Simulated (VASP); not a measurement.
# ZrC (Cm) in VASP: single point with PBEsol

Aim: the single point of ZrC with PBEsol.

Everything below comes from runs of VASP 6.6.1. Logs are shortened: lines on timing, memory, paths and dates and some standing lists are left out, and cuts for length are marked.

## Step 1: The cell of the first run

Symmetry: Cm, No. 8, monoclinic system. Conventional cell: a = 5.668 Å, b = 3.272 Å, c = 5.794 Å, α = 90.00°, β = 90.00°, γ = 90.00°. Zr (site symmetry m) has 6 C at 2.32 to 2.44 Å and 2 Zr at 2.90 Å within 3.1 Å. Zr (site symmetry m) has 6 C at 2.38 Å and 2 Zr at 2.90 Å within 3.1 Å. C (site symmetry m) has 6 Zr at 2.32 to 2.41 Å within 3.1 Å. Within 3.1 Å of C (site symmetry m) lie 6 Zr at 2.35 to 2.44 Å.

## Step 2: Single point, PBEsol (atom 1 (Zr) moved 0.08 Å along y)

INCAR

```
ALGO = Normal
EDIFF = 1E-6
ENCUT = 520
GGA = PS
ISIF = 2
ISMEAR = 0
LASPH = True
LCHARG = False
LREAL = False
LWAVE = False
NBANDS = 24
NELM = 100
PREC = Accurate
SIGMA = 0.05
```

KPOINTS

```
k-points
0
Gamma
  12 12 6
```

POSCAR

```
ZrC
1.0
    3.2724941264      0.0000000000      0.0000000000
   -1.6362470632      2.8340630472      0.0000000000
    0.0000000000      0.0000000000      5.7943916587
Zr C
2 2
Direct
    0.0141140121      0.0282280241      0.0000000000
    0.0000000000      0.0000000000      0.5000000000
    0.3333333333      0.6666666667      0.2500000000
    0.6666666667      0.3333333333      0.7500000000
```

Potentials or basis: VASP PAW PBE potentials, release 64 (Zr_sv, C).

On the command line:

```console
$ cat potpaw_PBE.64/Zr_sv/POTCAR potpaw_PBE.64/C/POTCAR > POTCAR
$ mpirun -np 1 vasp_std > vasp.out
```

OUTCAR:

```text
EDIFF = 1E-6
   ENCUT = 520
   GGA = PS
   ISIF = 2
   ISMEAR = 0
   LASPH = True
   LREAL = False
   NELM = 100
   PREC = Accurate

 ion  position               nearest neighbor table
   1  0.014  0.028  0.000-   3 2.32   4 2.35   4 2.35   3 2.41   3 2.41   4 2.44   2 2.90   2 2.90

   2  0.000  0.000  0.500-   3 2.38   4 2.38   4 2.38   3 2.38   4 2.38   3 2.38   1 2.90   1 2.90

   3  0.333  0.667  0.250-   1 2.32   2 2.38   2 2.38   2 2.38   1 2.41   1 2.41
   4  0.667  0.333  0.750-   1 2.35   1 2.35   2 2.38   2 2.38   2 2.38   1 2.44

  LATTYP: Found a hexagonal cell.
 ALAT       =     3.2724941264
 C/A-ratio  =     1.7706347009

  Lattice vectors:

 A1 = (   3.2724941264,   0.0000000000,   0.0000000000)
 A2 = (  -1.6362470632,   2.8340630472,   0.0000000000)
 A3 = (   0.0000000000,   0.0000000000,   5.7943916587)

Analysis of symmetry for initial positions (statically):
=====================================================================
 Subroutine PRICEL returns:
 Original cell was already a primitive cell.

 Routine SETGRP: Setting up the symmetry group for a
 hexagonal supercell.

 Subroutine GETGRP returns: Found  2 space group operations
 (whereof  2 operations were pure point group operations)
 out of a pool of 24 trial point group operations.

The static configuration has the point symmetry C_1h.

Analysis of symmetry for dynamics (positions and initial velocities):
=====================================================================
 Subroutine PRICEL returns:
 Original cell was already a primitive cell.

 Routine SETGRP: Setting up the symmetry group for a
 hexagonal supercell.

 Subroutine GETGRP returns: Found  2 space group operations
 (whereof  2 operations were pure point group operations)
 out of a pool of 24 trial point group operations.

The dynamic configuration has the point symmetry C_1h.

 Subroutine INISYM returns: Found  2 space group operations
 (whereof  2 operations are pure point group operations),
 and found     1 'primitive' translations

----------------------------------------------------------------------------------------

                                     Primitive cell

  volume of cell :      53.7398

  direct lattice vectors                    reciprocal lattice vectors
     3.272494126  0.000000000  0.000000000     0.305577325  0.176425151  0.000000000
    -1.636247063  2.834063047  0.000000000     0.000000000  0.352850301  0.000000000
     0.000000000  0.000000000  5.794391659     0.000000000  0.000000000  0.172580671

  length of vectors
     3.272494126  3.272494126  5.794391659     0.352850301  0.352850301  0.172580671

  position of ions in fractional coordinates (direct lattice)
     0.014114012  0.028228024  0.000000000
     0.000000000  0.000000000  0.500000000
     0.333333333  0.666666667  0.250000000
     0.666666667  0.333333333  0.750000000

  ion indices of the primitive-cell ions
   primitive index   ion index
                 1           1
                 2           2
                 3           3
                 4           4

----------------------------------------------------------------------------------------

 KPOINTS: k-points

Automatic generation of k-mesh.
 Grid dimensions read from file:
 generate k-points for:   12   12    6

 Generating k-lattice:

  Cartesian coordinates                     Fractional coordinates (reciprocal lattice)
     0.025464777  0.014702096  0.000000000     0.083333333  0.000000000  0.000000000
     0.000000000  0.029404192  0.000000000     0.000000000  0.083333333  0.000000000
     0.000000000  0.000000000  0.028763445     0.000000000  0.000000000  0.166666667

  Length of vectors
     0.029404192  0.029404192  0.028763445

  Shift w.r.t. Gamma in fractional coordinates (k-lattice)
     0.000000000  0.000000000  0.000000000

 Subroutine IBZKPT returns following result:
 ===========================================

 Found    242 irreducible k-points:

 Following reciprocal coordinates:
            Coordinates               Weight
  0.000000  0.000000  0.000000      1.000000
  0.083333  0.000000  0.000000      4.000000
  0.000000  0.083333  0.000000      2.000000
  0.166667  0.000000  0.000000      4.000000
  0.000000  0.166667  0.000000      2.000000
  0.250000  0.000000  0.000000      4.000000
[... 16 lines left out ...]
 -0.083333  0.416667  0.000000      4.000000
 -0.416667  0.333333  0.000000      4.000000
 [... further k-points ...]
   k-points           NKPTS =    242   k-points in BZ     NKDIM =    242   number of bands    NBANDS=     24
   number of dos      NEDOS =    301   number of ions     NIONS =      4
   total plane-waves  NPLWV =  27648
   dimension x,y,z NGX =    24 NGY =   24 NGZ =   48
   dimension x,y,z NGXF=    48 NGYF=   48 NGZF=   96
   ions per type =               2   2
   NGX,Y,Z   is equivalent  to a cutoff of  12.19, 12.19, 13.77 a.u.
   NGXF,Y,Z  is equivalent  to a cutoff of  24.38, 24.38, 27.54 a.u.
 SYSTEM =  unknown system
   PREC   = accura    normal or accurate (medium, high low for compatibility)
   ISTART =      0    job   : 0-new  1-cont  2-samecut
   ICHARG =      2    charge: 1-file 2-atom 10-const
   ISPIN  =      1    spin polarized calculation?
   LNONCOLLINEAR =      F non collinear calculations
   LSORBIT =      F    spin-orbit coupling
   LASPH  =      T    aspherical Exc in radial PAW
   ENCUT  =  520.0 eV  38.22 Ry    6.18 a.u.   6.08  6.08 10.77*2*pi/ulx,y,z
   NELM   =    100;   NELMIN=  2; NELMDL= -5     # of ELM steps
   EDIFF  = 0.1E-05   stopping-criterion for ELM
   LREAL  =      F    real-space projection
   EDIFFG = 0.1E-04   stopping-criterion for IOM
   NSW    =      0    number of steps for IOM
   IBRION =     -1    ionic relax: 0-MD 1-quasi-New 2-CG
   NFREE  =      0    steps in history (QN), initial steepest desc. (CG)
   ISIF   =      2    stress and relaxation
   ISYM   =      2    0-nonsym 1-usesym 2-fastsym
   POTIM  = 0.5000    time-step for ionic-motion
   TEBEG  =    0.0;   TEEND  =   0.0 temperature during run
   PSTRESS=    0.0 pullay stress
   NELECT =      32.0000    total number of electrons
   NUPDOWN=      -1.0000    fix difference up-down
   EMIN   =  10.00;   EMAX   =-10.00  energy-range for DOS
   EFERMI =   0.00;   METHOD = LEGACY
   ISMEAR =     0;   SIGMA  =   0.05  broadening in eV -4-tet -1-fermi 0-gaus
   EFERMI_NEDOS =   21; number of points for ismear=-14 and -15
   IALGO  =     38    algorithm
   IMIX   =      4    mixing-type and parameters
     AMIX     =   0.40;   BMIX     =  1.00
     AMIX_MAG =   1.60;   BMIX_MAG =  1.00
  volume/ion in A,a.u.               =      13.43        90.66
  Fermi-wavevector in a.u.,A,eV,Ry     =   1.377292  2.602705 25.809350  1.896934
  Thomas-Fermi vector in A             =   2.502459
   LORBIT       =      0    0 simple, 1 ext, 2 COOP (PROOUT), +10 PAW based schemes
   GGA     = PS    functional components
   LHFCALC =     F    Hartree Fock is set to
   AEXX    =    0.0000 exact exchange contribution
   IVDW    =     0    specifies the selected vdW correction
   LEPSILON=     F    determine dielectric tensor
   LRPA    =     F    only Hartree local field effects (RPA)
 non-spin polarized calculation
 Gauss-broadening in eV      SIGMA  =   0.05
  energy-cutoff  :      520.00
  volume of cell :       53.74
 maximum number of plane-waves:      1470
   NGX = 13   NGY = 13   NGZ = 21

 number of electron      31.9999998 magnetization

 Free energy of the ion-electron system (eV)
  ---------------------------------------------------
  ext. energy  EPLUGINS =         0.00000000
  ---------------------------------------------------
  free energy    TOTEN  =       -38.84985614 eV

  energy without entropy =      -38.84849579  energy(sigma->0) =      -38.84917596

 E-fermi :   8.9721     XC(G=0): -12.0643

 val. band max:        8.9716816748   @ k =  -0.2500  -0.4167   0.0000
 cond. band min:       8.9756212213   @ k =   0.3333   0.2500   0.0000
 fundamental gap:      0.0039395465
 Fermi energy:         8.9721476011

 k-point     1 :       0.0000    0.0000    0.0000
  band No.  band energies     occupation
      1     -39.1012      2.00000
      2     -38.9433      2.00000
      3     -17.8861      2.00000
      4     -16.9030      2.00000
      5     -16.9018      2.00000
      6     -16.7570      2.00000
[... 16 lines left out ...]
     23      14.3921      0.00000
     24      15.8285      0.00000

 k-point     2 :       0.0833    0.0000    0.0000
  band No.  band energies     occupation
      1     -39.0957      2.00000
      2     -38.9382      2.00000
      3     -17.8732      2.00000
      4     -16.9564      2.00000
      5     -16.9143      2.00000
      6     -16.8013      2.00000
[... 16 lines left out ...]
     23      14.4905      0.00000
     24      15.9286      0.00000

 k-point     3 :       0.0000    0.0833    0.0000
  band No.  band energies     occupation
      1     -39.0957      2.00000
      2     -38.9382      2.00000
      3     -17.8732      2.00000
      4     -16.9573      2.00000
      5     -16.9134      2.00000
      6     -16.8029      2.00000
[... 16 lines left out ...]
     23      14.4673      0.00000
     24      15.9259      0.00000

 k-point     4 :       0.1667    0.0000    0.0000
  band No.  band energies     occupation
      1     -39.0806      2.00000
      2     -38.9241      2.00000
      3     -17.8378      2.00000
      4     -17.1018      2.00000
      5     -16.9459      2.00000
      6     -16.9252      2.00000
[... 16 lines left out ...]
     23      14.9763      0.00000
     24      15.9663      0.00000

 k-point     5 :       0.0000    0.1667    0.0000
  band No.  band energies     occupation
      1     -39.0806      2.00000
      2     -38.9241      2.00000
      3     -17.8377      2.00000
      4     -17.1026      2.00000
      5     -16.9450      2.00000
      6     -16.9268      2.00000
[... 451 lines left out ...]
 k-point    22 :       0.3333    0.0833    0.0000
  band No.  band energies     occupation
      1     -39.0284      2.00000
      2     -38.8758      2.00000
      3     -17.7152      2.00000
      4     -17.5458      2.00000
      5     -17.3101      2.00000
      6     -17.0782      2.00000
[... 16 lines left out ...]
     23      15.8548      0.00000
     24      15.9071      0.00000

 k-point    23 :      -0.0833    0.4167    0.0000
  band No.  band energies     occupation
      1     -39.0284      2.00000
      2     -38.8758      2.00000
      3     -17.7148      2.00000
      4     -17.5466      2.00000
      5     -17.3114      2.00000
      6     -17.0775      2.00000
[... 16 lines left out ...]
     23      15.8020      0.00000
     24      15.9409      0.00000

 k-point    24 :      -0.4167    0.3333    0.0000
  band No.  band energies     occupation
      1     -39.0284      2.00000
      2     -38.8758      2.00000
      3     -17.7152      2.00000
      4     -17.5456      2.00000
      5     -17.3099      2.00000
      6     -17.0784      2.00000
[... 16 lines left out ...]
     23      15.8254      0.00000
     24      15.9175      0.00000

 [... further k-points ...]
[... 5 lines left out ...]
  --------------------------------------------------------------------------------------
  -------------------------------------------------------------------------------------
  Total        0.1344356      0.1165987      0.2464779      0.0000000      0.1010450      0.0000000
  in kB        4.0080088      3.4762265      7.3483916      0.0000000      3.0125155      0.0000000
  external PRESSURE =       4.9442090 kB  Pullay stress =       0.0000000 kB

 VOLUME and BASIS-vectors are now :
 -----------------------------------------------------------------------------
  energy-cutoff  :      520.00
  volume of cell :       53.74
      direct lattice vectors                 reciprocal lattice vectors
     3.272494126  0.000000000  0.000000000     0.305577325  0.176425151  0.000000000
    -1.636247063  2.834063047  0.000000000     0.000000000  0.352850301  0.000000000
     0.000000000  0.000000000  5.794391659     0.000000000  0.000000000  0.172580671

 POSITION                                       TOTAL-FORCE (eV/Angst)
 -----------------------------------------------------------------------------------
      0.00000      0.08000      0.00000         0.000000     -0.013426     -0.007867
      0.00000      0.00000      2.89720         0.000000      0.000707      0.000397
     -0.00000      1.88938      1.44860         0.000000      0.028843      0.037181
      1.63625      0.94469      4.34579        -0.000000     -0.016123     -0.029711
 -----------------------------------------------------------------------------------
    total drift:                               -0.000000     -0.000109      0.000015

  FREE ENERGIE OF THE ION-ELECTRON SYSTEM (eV)
  ---------------------------------------------------
  free  energy   TOTEN  =       -38.8498561352 eV

  energy  without entropy=      -38.8484957855  energy(sigma->0) =      -38.84917596
```

It took 4.5 min on 1 thread of AMD EPYC 7R43 (Zen 3), shared host; peak memory 0.33 GiB.

What came out:

| Item | Value |
| --- | --- |
| Free energy | -38.8499 eV |
| Pressure | 0.5 GPa |
| Largest force | 0.047 eV/Å |
| Band gap on the k mesh | zero (band 16 reaches 10.22 eV, above the bottom of band 17 at 8.78 eV) |

Forces on the atoms (eV/Å):
```
Zr   0.000 -0.013 -0.008
Zr   0.000  0.001  0.000
C    0.000  0.029  0.037
C    0.000 -0.016 -0.030
```

Caveat: the cell differs from its parent crystal (atom 1 (Zr) moved 0.08 Å along y); the PAW data sets were made with another functional, which shifts forces and pressure a little.
